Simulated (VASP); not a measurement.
# Pb in VASP: notebook

The runs below take Pb through single point, relaxation of cell and atoms, with PBE.

All numbers are computed with VASP 6.6.1; they aren't measurements. Logs are shortened: lines on timing, memory, paths and dates and some standing lists are left out, and cuts for length are marked.

### Step 1. The cell of the first run

The typed cell holds 1 atom: a = 3.254 Å, b = 3.254 Å, c = 3.261 Å, α = 90.00°, β = 90.00°, γ = 90.00°.

The cell was built from a structure type or drawn by symmetry, and may not be a known phase.

### Step 2. Single point, PBE

Input file INCAR:

```
ALGO = Normal ; EDIFF = 1E-6
ENCUT = 520 ; GGA = PE
ISIF = 2 ; ISMEAR = 0
LASPH = True ; LCHARG = False
LREAL = False ; LWAVE = False
NBANDS = 13 ; NELM = 80
PREC = Accurate ; SIGMA = 0.1
```

Input file KPOINTS:

```
k-points
0
Gamma
  6 6 6
```

Input file POSCAR:

```
Pb
1.0
    3.2544424550      0.0000000000      0.0000000000
    0.0000000000      3.2544424550      0.0000000000
    0.0000000000      0.0000000000      3.2609752875
Pb
1
Direct
    0.5000000000      0.5000000000      0.5000000000
```

Potentials or basis: VASP PAW PBE potentials, release 64 (Pb_d).

Run with:

```console
$ cat potpaw_PBE.64/Pb_d/POTCAR > POTCAR
$ mpirun -np 1 vasp_std > vasp.out
```

OUTCAR:

```text
EDIFF = 1E-6
   ENCUT = 520
   GGA = PE
   ISIF = 2
   ISMEAR = 0
   LASPH = True
   LREAL = False
   NELM = 80
   PREC = Accurate

 ion  position               nearest neighbor table
   1  0.500  0.500  0.500-

  LATTYP: Found a simple tetragonal cell.
 ALAT       =     3.2544424550
 C/A-ratio  =     1.0020073584

  Lattice vectors:

 A1 = (   3.2544424550,   0.0000000000,   0.0000000000)
 A2 = (   0.0000000000,   3.2544424550,   0.0000000000)
 A3 = (   0.0000000000,   0.0000000000,   3.2609752875)

Analysis of symmetry for initial positions (statically):
=====================================================================
 Subroutine PRICEL returns:
 Original cell was already a primitive cell.

 Routine SETGRP: Setting up the symmetry group for a
 simple tetragonal supercell.

 Subroutine GETGRP returns: Found 16 space group operations
 (whereof 16 operations were pure point group operations)
 out of a pool of 16 trial point group operations.

The static configuration has the point symmetry D_4h.

Analysis of symmetry for dynamics (positions and initial velocities):
=====================================================================
 Subroutine PRICEL returns:
 Original cell was already a primitive cell.

 Routine SETGRP: Setting up the symmetry group for a
 simple tetragonal supercell.

 Subroutine GETGRP returns: Found 16 space group operations
 (whereof 16 operations were pure point group operations)
 out of a pool of 16 trial point group operations.

The dynamic configuration has the point symmetry D_4h.

 Subroutine INISYM returns: Found 16 space group operations
 (whereof 16 operations are pure point group operations),
 and found     1 'primitive' translations

----------------------------------------------------------------------------------------

                                     Primitive cell

  volume of cell :      34.5383

  direct lattice vectors                    reciprocal lattice vectors
     3.254442455  0.000000000  0.000000000     0.307272294  0.000000000  0.000000000
     0.000000000  3.254442455  0.000000000     0.000000000  0.307272294  0.000000000
     0.000000000  0.000000000  3.260975287     0.000000000  0.000000000  0.306656724

  length of vectors
     3.254442455  3.254442455  3.260975287     0.307272294  0.307272294  0.306656724

  position of ions in fractional coordinates (direct lattice)
     0.500000000  0.500000000  0.500000000

  ion indices of the primitive-cell ions
   primitive index   ion index
                 1           1

----------------------------------------------------------------------------------------

 KPOINTS: k-points

Automatic generation of k-mesh.
 Grid dimensions read from file:
 generate k-points for:    6    6    6

 Generating k-lattice:

  Cartesian coordinates                     Fractional coordinates (reciprocal lattice)
     0.051212049  0.000000000  0.000000000     0.166666667  0.000000000  0.000000000
     0.000000000  0.051212049  0.000000000     0.000000000  0.166666667  0.000000000
     0.000000000  0.000000000  0.051109454     0.000000000  0.000000000  0.166666667

  Length of vectors
     0.051212049  0.051212049  0.051109454

  Shift w.r.t. Gamma in fractional coordinates (k-lattice)
     0.000000000  0.000000000  0.000000000

 Subroutine IBZKPT returns following result:
 ===========================================

 Found     40 irreducible k-points:

 Following reciprocal coordinates:
            Coordinates               Weight
  0.000000  0.000000  0.000000      1.000000
  0.166667  0.000000  0.000000      4.000000
  0.333333  0.000000  0.000000      4.000000
  0.500000  0.000000  0.000000      2.000000
  0.166667  0.166667  0.000000      4.000000
  0.333333  0.166667  0.000000      8.000000
[... 16 lines left out ...]
  0.333333  0.000000  0.333333      8.000000
  0.500000  0.000000  0.333333      4.000000
 [... further k-points ...]
   k-points           NKPTS =     40   k-points in BZ     NKDIM =     40   number of bands    NBANDS=     13
   number of dos      NEDOS =    301   number of ions     NIONS =      1
   total plane-waves  NPLWV =  13824
   dimension x,y,z NGX =    24 NGY =   24 NGZ =   24
   dimension x,y,z NGXF=    48 NGYF=   48 NGZF=   48
   ions per type =               1
   NGX,Y,Z   is equivalent  to a cutoff of  12.26, 12.26, 12.24 a.u.
   NGXF,Y,Z  is equivalent  to a cutoff of  24.52, 24.52, 24.47 a.u.
 SYSTEM =  unknown system
   PREC   = accura    normal or accurate (medium, high low for compatibility)
   ISTART =      0    job   : 0-new  1-cont  2-samecut
   ICHARG =      2    charge: 1-file 2-atom 10-const
   ISPIN  =      1    spin polarized calculation?
   LNONCOLLINEAR =      F non collinear calculations
   LSORBIT =      F    spin-orbit coupling
   LASPH  =      T    aspherical Exc in radial PAW
   ENCUT  =  520.0 eV  38.22 Ry    6.18 a.u.   6.05  6.05  6.06*2*pi/ulx,y,z
   NELM   =     80;   NELMIN=  2; NELMDL= -5     # of ELM steps
   EDIFF  = 0.1E-05   stopping-criterion for ELM
   LREAL  =      F    real-space projection
   EDIFFG = 0.1E-04   stopping-criterion for IOM
   NSW    =      0    number of steps for IOM
   IBRION =     -1    ionic relax: 0-MD 1-quasi-New 2-CG
   NFREE  =      0    steps in history (QN), initial steepest desc. (CG)
   ISIF   =      2    stress and relaxation
   ISYM   =      2    0-nonsym 1-usesym 2-fastsym
   POTIM  = 0.5000    time-step for ionic-motion
   TEBEG  =    0.0;   TEEND  =   0.0 temperature during run
   PSTRESS=    0.0 pullay stress
   NELECT =      14.0000    total number of electrons
   NUPDOWN=      -1.0000    fix difference up-down
   EMIN   =  10.00;   EMAX   =-10.00  energy-range for DOS
   EFERMI =   0.00;   METHOD = LEGACY
   ISMEAR =     0;   SIGMA  =   0.10  broadening in eV -4-tet -1-fermi 0-gaus
   EFERMI_NEDOS =   21; number of points for ismear=-14 and -15
   IALGO  =     38    algorithm
   IMIX   =      4    mixing-type and parameters
     AMIX     =   0.40;   BMIX     =  1.00
     AMIX_MAG =   1.60;   BMIX_MAG =  1.00
  volume/ion in A,a.u.               =      34.54       233.08
  Fermi-wavevector in a.u.,A,eV,Ry     =   1.211576  2.289546 19.972210  1.467916
  Thomas-Fermi vector in A             =   2.347087
   LORBIT       =      0    0 simple, 1 ext, 2 COOP (PROOUT), +10 PAW based schemes
   GGA     = PE    functional components
   LHFCALC =     F    Hartree Fock is set to
   AEXX    =    0.0000 exact exchange contribution
   IVDW    =     0    specifies the selected vdW correction
   LEPSILON=     F    determine dielectric tensor
   LRPA    =     F    only Hartree local field effects (RPA)
 non-spin polarized calculation
 Gauss-broadening in eV      SIGMA  =   0.10
  energy-cutoff  :      520.00
  volume of cell :       34.54
 maximum number of plane-waves:       952
   NGX = 13   NGY = 13   NGZ = 13

 number of electron      14.0000002 magnetization

 Free energy of the ion-electron system (eV)
  ---------------------------------------------------
  ext. energy  EPLUGINS =         0.00000000
  ---------------------------------------------------
  free energy    TOTEN  =        -3.34211005 eV

  energy without entropy =       -3.33282625  energy(sigma->0) =       -3.33746815

 E-fermi :   5.4773     XC(G=0):  -9.4751

 val. band max:        5.4756865844   @ k =   0.3333   0.1667   0.3333
 cond. band min:       5.4873061491   @ k =   0.3333   0.3333   0.1667
 fundamental gap:      0.0116195646
 Fermi energy:         5.4772841654

 k-point     1 :       0.0000    0.0000    0.0000
  band No.  band energies     occupation
      1     -11.5170      2.00000
      2     -11.5115      2.00000
      3     -10.9766      2.00000
      4     -10.9766      2.00000
      5     -10.9763      2.00000
      6      -5.4007      2.00000
      7      10.4705      0.00000
      8      10.5247      0.00000
      9      10.5247      0.00000
     10      13.3187      0.00000
     11      14.8242      0.00000
     12      14.8589      0.00000
     13      23.5065      0.00000

 k-point     2 :       0.1667    0.0000    0.0000
  band No.  band energies     occupation
      1     -11.5059      2.00000
      2     -11.4131      2.00000
      3     -11.0132      2.00000
      4     -11.0128      2.00000
      5     -10.9736      2.00000
      6      -5.0236      2.00000
      7       7.3061      0.00000
      8      10.8980      0.00000
      9      10.9527      0.00000
     10      14.0870      0.00000
     11      15.0636      0.00000
     12      18.1700      0.00000
     13      21.6267      0.00000

 k-point     3 :       0.3333    0.0000    0.0000
  band No.  band energies     occupation
      1     -11.4917      2.00000
      2     -11.2122      2.00000
      3     -11.0854      2.00000
      4     -11.0849      2.00000
      5     -10.9675      2.00000
      6      -3.9704      2.00000
      7       3.6421      2.00000
      8      11.9558      0.00000
      9      12.0118      0.00000
     10      14.9999      0.00000
     11      15.7595      0.00000
     12      19.1708      0.00000
     13      19.2903      0.00000
[... 305 lines left out ...]
 k-point    23 :       0.3333    0.0000    0.3333
  band No.  band energies     occupation
      1     -11.3508      2.00000
      2     -11.2255      2.00000
      3     -11.0738      2.00000
      4     -11.0705      2.00000
      5     -10.9987      2.00000
      6      -2.5949      2.00000
      7       4.9938      2.00000
      8       5.0827      2.00000
      9      12.0237      0.00000
     10      13.5680      0.00000
     11      16.5651      0.00000
     12      19.3438      0.00000
     13      20.7537      0.00000

 k-point    24 :       0.5000    0.0000    0.3333
  band No.  band energies     occupation
      1     -11.3295      2.00000
      2     -11.2717      2.00000
      3     -11.1078      2.00000
      4     -11.0671      2.00000
      5     -10.9003      2.00000
      6      -1.7399      2.00000
      7       3.2191      2.00000
      8       5.8020      0.00000
      9      10.5544      0.00000
     10      14.3455      0.00000
     11      17.7414      0.00000
     12      18.0871      0.00000
     13      19.8695      0.00000

 [... further k-points ...]

------------------------ aborting loop because EDIFF is reached ----------------------------------------

  FORCE on cell =-STRESS in cart. coord.  units (eV):
  Direction    XX          YY          ZZ          XY          YZ          ZX
  --------------------------------------------------------------------------------------
  -------------------------------------------------------------------------------------
  Total       -0.0529182     -0.0529182     -0.0731617      0.0000000     -0.0000000      0.0000000
  in kB       -2.4547922     -2.4547922     -3.3938583      0.0000000     -0.0000000      0.0000000
  external PRESSURE =      -2.7678142 kB  Pullay stress =       0.0000000 kB

 VOLUME and BASIS-vectors are now :
 -----------------------------------------------------------------------------
  energy-cutoff  :      520.00
  volume of cell :       34.54
      direct lattice vectors                 reciprocal lattice vectors
     3.254442455  0.000000000  0.000000000     0.307272294  0.000000000  0.000000000
     0.000000000  3.254442455  0.000000000     0.000000000  0.307272294  0.000000000
     0.000000000  0.000000000  3.260975287     0.000000000  0.000000000  0.306656724

 POSITION                                       TOTAL-FORCE (eV/Angst)
 -----------------------------------------------------------------------------------
      1.62722      1.62722      1.63049         0.000000      0.000000      0.000000
 -----------------------------------------------------------------------------------
    total drift:                                0.000000     -0.000000     -0.000000

  FREE ENERGIE OF THE ION-ELECTRON SYSTEM (eV)
  ---------------------------------------------------
  free  energy   TOTEN  =        -3.3421100507 eV

  energy  without entropy=       -3.3328262488  energy(sigma->0) =       -3.33746815
```

Wall time 11 s (1 thread of Intel Xeon 8259CL, shared host); peak memory 0.14 GiB.

What came out:

```
Free energy            : -3.3421 eV
Pressure               : -0.3 GPa
Band gap on the k mesh : zero (bands 7 and 8 overlap by 6.53 eV)
```

Stress tensor (GPa, compression positive):
```
-0.25  0.00  0.00
 0.00 -0.25  0.00
 0.00  0.00 -0.34
```

Caveat: spin-orbit coupling is left out, which moves the levels of the heavy elements.

### Step 3. Single point, PBE

This run uses another cell than the first one, of 34.41 Å³/atom.

Input file INCAR:

```
SYSTEM = Pb
  PREC = Accurate
  ENCUT = 520
  EDIFF = 1E-6
  ISMEAR = 0
  SIGMA = 0.1
  LREAL = .FALSE.
  LASPH = .TRUE.
  NELM = 80
  ALGO = Normal
  ISIF = 2
  LWAVE = .FALSE.
  LCHARG = .FALSE.
  GGA = PE
  NBANDS = 13
```

Input file KPOINTS:

```
regular mesh
0
G
  18 18 18
  0 0 0
```

Input file POSCAR:

```
Pb
1.0
    3.2525700867      0.0000000000      0.0000000000
    0.0000000000      3.2525700867      0.0000000000
    0.0000000000      0.0000000000      3.2525700867
Pb
1
Direct
    0.5000000000      0.5000000000      0.5000000000
```

Potentials or basis: VASP PAW PBE potentials, release 64 (Pb_d).

Run with:

```console
$ cat potpaw_PBE.64/Pb_d/POTCAR > POTCAR
$ mpirun -np 1 vasp_std > vasp.out
```

Run time: 58 s. Hardware: 1 thread of Intel Xeon 8259CL, shared host; peak memory 0.21 GiB.

The run converged. Its results:

```yaml
Free_energy: -3.3751 eV
Pressure: -0.1 GPa
Band_gap_on_the_k_mesh: zero (bands 7 and 8 overlap by 6.60 eV)
```

Levels at points of the mesh, in eV from the Fermi level:
```csv
k point,band 4,band 5,band 6,band 7,band 8,band 9,band 10,band 11
"(0.00, 0.00, 0.00)",-16.65,-16.65,-11.11,4.84,4.84,4.84,7.66,9.17
"(0.50, 0.00, 0.00)",-16.79,-16.64,-8.79,-3.86,7.05,7.05,10.55,10.92
"(0.50, 0.50, 0.00)",-16.78,-16.48,-6.55,-1.76,-1.76,3.50,9.47,12.78
"(0.50, 0.50, 0.50)",-16.47,-16.47,-4.26,0.24,0.24,0.24,6.35,6.35
```

Caveat: spin-orbit coupling is left out, which moves the levels of the heavy elements.

### Step 4. Relaxation of cell and atoms, PBE

Input file INCAR:

```
PREC = Accurate
ENCUT = 600
EDIFF = 1E-7
ISMEAR = 0
SIGMA = 0.1
LREAL = F
LASPH = T
NELM = 60
ALGO = Normal
ISIF = 3
LWAVE = F
LCHARG = F
GGA = PE
IBRION = 2
NSW = 100
EDIFFG = -0.01
```

Input file KPOINTS:

```
Automatic mesh
0
Gamma
  18 18 18
```

Input file POSCAR:

```
Pb
1.0
    3.2566200658      0.0000000000      0.0000000000
    0.0000000000      3.2566200658      0.0000000000
    0.0000000000      0.0000000000      3.2566200658
Pb
1
Direct
    0.5000000000      0.5000000000      0.5000000000
```

Run with:

```console
$ cat potpaw_PBE.64/Pb_d/POTCAR > POTCAR
$ mpirun -np 1 vasp_std > vasp.out
```

It took 3.1 min on 1 thread of Intel Xeon 8259CL, shared host; peak memory 0.24 GiB.

The run converged. Its results:

```
Free energy                           : -3.3751 eV
Relaxed volume                        : 34.40 Å³/atom
Relaxed cell                          : a = 3.252 Å, b = 3.252 Å, c = 3.252 Å, α = 90.00°, β = 90.00°, γ = 90.00°
Space group after relaxing (to 0.1 Å) : Pm-3m (No. 221)
Energy gained by relaxing             : 0.1 meV/atom
Ionic steps                           : 2
Pressure after relaxing               : 0.0 GPa
Band gap on the k mesh                : zero (bands 7 and 8 overlap by 6.60 eV)
```

Final structure:
```
Pb
1.0
     3.25213    0.00000    0.00000
     0.00000    3.25213    0.00000
     0.00000    0.00000    3.25213
Pb
1
Direct
  0.50000 0.50000 0.50000
```

Levels at points of the mesh, in eV from the Fermi level:
| k point | band 5 | band 6 | band 7 | band 8 | band 9 | band 10 |
| --- | --- | --- | --- | --- | --- | --- |
| (0.00, 0.00, 0.00) | -16.65 | -11.11 | 4.84 | 4.84 | 4.84 | 7.67 |
| (0.50, 0.00, 0.00) | -16.64 | -8.79 | -3.86 | 7.06 | 7.06 | 10.55 |
| (0.50, 0.50, 0.00) | -16.48 | -6.55 | -1.76 | -1.76 | 3.50 | 9.47 |
| (0.50, 0.50, 0.50) | -16.47 | -4.25 | 0.24 | 0.24 | 0.24 | 6.35 |

Caveat: spin-orbit coupling is left out, which moves the levels of the heavy elements.

### Step 5. Overview

| task | cell | k mesh | cutoff (eV) | gap on the mesh (eV) | pressure (GPa) |
| --- | --- | --- | --- | --- | --- |
| single point | a = 3.254, b = 3.254, c = 3.261 Å, 1 atom | 6 × 6 × 6 | 520 | none | -0.3 |
| single point | a = 3.253 Å, 1 atom | 18 × 18 × 18 | 520 | none | -0.1 |
| relaxation of cell and atoms | relaxed from a = 3.257 Å, 1 atom | 18 × 18 × 18 | 600 | none | 0.0 |

Alike in all rows: level PBE; potentials or basis VASP PAW PBE potentials, release 64 (Pb_d); no spin polarisation; smearing gaussian 0.1 eV.

Caveats: spin-orbit coupling is left out, which moves the levels of the heavy elements.

Total energies depend on the potentials used, so only differences within one code and one set of settings carry meaning.
